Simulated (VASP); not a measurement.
# TaN (Fm-3m) in VASP: a series of runs, part 2 of 2

VASP 6.6.1.

## Step 3: Single point, revPBE

This run uses another cell than the first one, of 10.89 Å³/atom, 1.010 times its volume.

Input file INCAR:

```
SYSTEM = TaN
PREC     = Accurate       ! precision mode
ENCUT    = 520            ! plane-wave cutoff, eV
EDIFF    = 1E-6           ! SCF threshold, eV
ISMEAR   = -1             ! smearing method
SIGMA    = 0.05           ! smearing width, eV
LREAL    = .FALSE.        ! projectors in reciprocal space
LASPH    = .TRUE.         ! aspherical terms in the spheres
NELM     = 80             ! most SCF steps
ALGO     = Normal         ! electronic algorithm
ISIF     = 2              ! what is computed and relaxed
LWAVE    = .FALSE.        ! write WAVECAR
LCHARG   = .FALSE.        ! write CHGCAR
GGA      = RE             ! functional
NBANDS   = 15             ! bands
```

Input file KPOINTS:

```
Automatic mesh
0
G
  10 10 10
  0 0 0
```

Input file POSCAR:

```
TaN
1.0
    0.0000000000      2.2163430263      2.2163430263
    2.2163430263      0.0000000000      2.2163430263
    2.2163430263      2.2163430263      0.0000000000
Ta N
1 1
Direct
    0.5000000000      0.5000000000      0.5000000000
    0.0000000000      0.0000000000      0.0000000000
```

Potentials or basis: VASP PAW PBE potentials, release 64 (Ta_pv, N).

Launch:

```
$ cat potpaw_PBE.64/Ta_pv/POTCAR potpaw_PBE.64/N/POTCAR > POTCAR
$ mpirun -np 1 vasp_std > vasp.out
```

OUTCAR:

```text
SYSTEM = TaN
   PREC = Accurate
   ENCUT = 520
   EDIFF = 1E-6
   ISMEAR = -1
   LREAL = .FALSE.
   LASPH = .TRUE.
   NELM = 80
   ISIF = 2
   GGA = RE

 ion  position               nearest neighbor table
   1  0.500  0.500  0.500-   2 2.22   2 2.22   2 2.22   2 2.22   2 2.22   2 2.22
   2  0.000  0.000  0.000-   1 2.22   1 2.22   1 2.22   1 2.22   1 2.22   1 2.22

  LATTYP: Found a face centered cubic cell.
 ALAT       =     4.4326860526

  Lattice vectors:

 A1 = (   0.0000000000,   2.2163430263,   2.2163430263)
 A2 = (   2.2163430263,   0.0000000000,   2.2163430263)
 A3 = (   2.2163430263,   2.2163430263,   0.0000000000)

Analysis of symmetry for initial positions (statically):
=====================================================================
 Subroutine PRICEL returns:
 Original cell was already a primitive cell.

 Routine SETGRP: Setting up the symmetry group for a
 face centered cubic supercell.

 Subroutine GETGRP returns: Found 48 space group operations
 (whereof 48 operations were pure point group operations)
 out of a pool of 48 trial point group operations.

The static configuration has the point symmetry O_h .

[... 173 lines left out ...]
      6       5.6019      2.00000
      7       5.6019      2.00000
      8       7.3168      2.00000
      9       7.3168      2.00000
     10       7.3168      2.00000
     11       9.4202      0.67160
     12       9.4202      0.67158
     13      10.6542      0.00000
     14      18.7264      0.00000
[... 401 lines left out ...]
      2     -26.7288      2.00000
      3     -26.7056      2.00000
      4      -7.8486      2.00000
      5       1.5187      2.00000
      6       3.5778      2.00000
      7       4.2321      2.00000
      8       5.5832      2.00000
      9      11.4588      0.00000
     10      12.1753      0.00000
     11      12.2539      0.00000
     12      13.0309      0.00000
     13      17.5266      0.00000
     14      19.7850      0.00000
     15      21.6910      0.00000

 [... further k-points ...]

------------------------ aborting loop because EDIFF is reached ----------------------------------------

  FORCE on cell =-STRESS in cart. coord.  units (eV):
  Direction    XX          YY          ZZ          XY          YZ          ZX
  --------------------------------------------------------------------------------------
  -------------------------------------------------------------------------------------
  Total        0.0730043      0.0730043      0.0730043      0.0000000      0.0000000     -0.0000000
  in kB        5.3717782      5.3717782      5.3717782      0.0000000      0.0000000     -0.0000000
  external PRESSURE =       5.3717782 kB  Pullay stress =       0.0000000 kB

 VOLUME and BASIS-vectors are now :
 -----------------------------------------------------------------------------
  energy-cutoff  :      520.00
  volume of cell :       21.77
      direct lattice vectors                 reciprocal lattice vectors
     0.000000000  2.216343026  2.216343026    -0.225596848  0.225596848  0.225596848
     2.216343026  0.000000000  2.216343026     0.225596848 -0.225596848  0.225596848
     2.216343026  2.216343026  0.000000000     0.225596848  0.225596848 -0.225596848

 POSITION                                       TOTAL-FORCE (eV/Angst)
 -----------------------------------------------------------------------------------
      2.21634      2.21634      2.21634        -0.000000     -0.000000      0.000000
      0.00000      0.00000      0.00000         0.000000      0.000000     -0.000000
 -----------------------------------------------------------------------------------
    total drift:                                0.000000     -0.000000     -0.000000

  FREE ENERGIE OF THE ION-ELECTRON SYSTEM (eV)
  ---------------------------------------------------
  free  energy   TOTEN  =       -20.9844810862 eV

  energy  without entropy=      -20.9785074597  energy(sigma->0) =      -20.98149427
```

OSZICAR:

```text
N       E                     dE             d eps       ncg     rms          rms(c)
DAV:   1     0.878459613024E+02    0.87846E+02   -0.87875E+03  1410   0.112E+03
DAV:   2    -0.210784183306E+02   -0.10892E+03   -0.10246E+03  1732   0.297E+02
DAV:   3    -0.239591342033E+02   -0.28807E+01   -0.28443E+01  1578   0.446E+01
DAV:   4    -0.239708496450E+02   -0.11715E-01   -0.11710E-01  1832   0.304E+00
DAV:   5    -0.239709184402E+02   -0.68795E-04   -0.68794E-04  1606   0.209E-01    0.229E+01
DAV:   6    -0.210747877533E+02    0.28961E+01   -0.54666E+00  1664   0.260E+01    0.938E+00
DAV:   7    -0.210175318849E+02    0.57256E-01   -0.52836E-01  1501   0.594E+00    0.656E+00
DAV:   8    -0.209909030721E+02    0.26629E-01   -0.14475E-01  1641   0.336E+00    0.165E+00
DAV:   9    -0.209845162903E+02    0.63868E-02   -0.17806E-02  1578   0.111E+00    0.307E-01
DAV:  10    -0.209845085880E+02    0.77022E-05   -0.10560E-03  1746   0.345E-01    0.571E-02
DAV:  11    -0.209844805432E+02    0.28045E-04   -0.52882E-05  1543   0.819E-02    0.151E-02
DAV:  12    -0.209844810862E+02   -0.54302E-06   -0.48157E-06  1669   0.214E-02
   1 F= -.20984481E+02 E0= -.20981494E+02  d E =-.597363E-02
```

stdout:

```text
POSCAR found type information on POSCAR TaN
 POSCAR found :  2 types and       2 ions
 scaLAPACK will be used
 -----------------------------------------------------------------------------
|                                                                             |
|                                                                             |
|     You enforced a specific xc type in the INCAR file but a different       |
|     I HOPE YOU KNOW WHAT YOU ARE DOING!                                     |
|                                                                             |
 -----------------------------------------------------------------------------

 LDA part: xc-table for (Slater+PW92), standard interpolation
 POSCAR, INCAR and KPOINTS ok, starting setup
 FFT: planning ... GRIDC
 FFT: planning ... GRID_SOFT
 FFT: planning ... GRID
 WAVECAR not read
 entering main loop
```

Run time: 6.8 s. Hardware: 1 thread of Intel Xeon Platinum 8559C (Emerald Rapids), shared host; peak memory 0.14 GiB.

What came out:

| Property | Result |
| --- | --- |
| Free energy | -20.9845 eV |
| Pressure | 0.5 GPa |
| Band gap on the k mesh | zero (band 8 reaches 11.19 eV, above the bottom of band 9 at 7.32 eV) |

Caveat: the PAW data sets were made with another functional, which shifts forces and pressure a little; spin-orbit coupling is left out, which moves the levels of the heavy elements.

## Step 4: Relaxation of cell and atoms, PBE

This run uses another cell than the first one, of 10.81 Å³/atom, 1.004 times its volume.

Input file INCAR:

```
SYSTEM = TaN
PREC = Accurate
ENCUT = 600
EDIFF = 1E-7
ISMEAR = -1
SIGMA = 0.05
LREAL = .False.
LASPH = .True.
NELM = 60
ALGO = Normal
ISIF = 3
LWAVE = .False.
LCHARG = .False.
GGA = PE
IBRION = 2
NSW = 80
EDIFFG = -0.01
```

Input file KPOINTS:

```
regular mesh
0
Gamma
  10 10 10
  0 0 0
```

Input file POSCAR:

```
TaN
1.0
    0.0000000000      2.2113230000      2.2113230000
    2.2113230000      0.0000000000      2.2113230000
    2.2113230000      2.2113230000      0.0000000000
Ta N
1 1
Direct
    0.5000000000      0.5000000000      0.5000000000
    0.0000000000      0.0000000000      0.0000000000
```

Launch:

```
$ cat potpaw_PBE.64/Ta_pv/POTCAR potpaw_PBE.64/N/POTCAR > POTCAR
$ mpirun -np 1 vasp_std > vasp.out
```

Run time: 25 s. Hardware: 1 thread of Intel Xeon Platinum 8559C (Emerald Rapids), shared host; peak memory 0.17 GiB.

Results (log left out):

```
Free energy                            : -21.8445 eV
Relaxed volume                         : 10.79 Å³/atom
Relaxed cell                           : a = 3.125 Å, b = 3.125 Å, c = 3.125 Å, α = 60.00°, β = 60.00°, γ = 60.00°
Space group after relaxing (to 0.05 Å) : Fm-3m (No. 225)
Energy gained by relaxing              : 0.0 meV/atom
Ionic steps                            : 3
Pressure after relaxing                : 0.0 GPa
Band gap on the k mesh                 : zero (band 8 reaches 11.23 eV, above the bottom of band 9 at 7.31 eV)
```

Final structure:
```xyz
2
Lattice="0.0000 2.2098 2.2098 2.2098 0.0000 2.2098 2.2098 2.2098 0.0000" Properties=species:S:1:pos:R:3 pbc="T T T"
Ta    2.2098    2.2098    2.2098
N     0.0000    0.0000    0.0000
```

Levels at points of the mesh, in eV from the Fermi level:
```tsv
k point	band 6	band 7	band 8	band 9	band 10	band 11
(0.00, 0.00, 0.00)	-3.80	-3.80	-2.10	-2.10	-2.10	0.03
(0.50, 0.00, 0.00)	-7.49	-7.49	1.82	1.82	1.92	3.75
(0.50, 0.50, 0.00)	-5.40	-4.62	-4.62	2.04	3.43	3.43
```

Caveat: spin-orbit coupling is left out, which moves the levels of the heavy elements.

## Step 5: Summary

| task | level | cell | cutoff (eV) | gap on the mesh (eV) | pressure (GPa) |
| --- | --- | --- | --- | --- | --- |
| single point | PBE | a = 3.123 Å, angles 60.0°, 2 atoms | 520 | none | 0.6 |
| single point | revPBE | a = 3.134 Å, angles 60.0°, 2 atoms | 520 | none | 0.5 |
| relaxation of cell and atoms | PBE | relaxed from a = 3.127 Å, angles 60.0°, 2 atoms | 600 | none | 0.0 |

Alike in all rows: potentials or basis VASP PAW PBE potentials, release 64 (Ta_pv, N); no spin polarisation; k mesh 10 × 10 × 10; smearing fermi-dirac 0.05 eV.

Caveats: spin-orbit coupling is left out, which moves the levels of the heavy elements; the PAW data sets were made with another functional, which shifts forces and pressure a little (some runs).

Absolute energies hang on the potentials; compare differences alone.
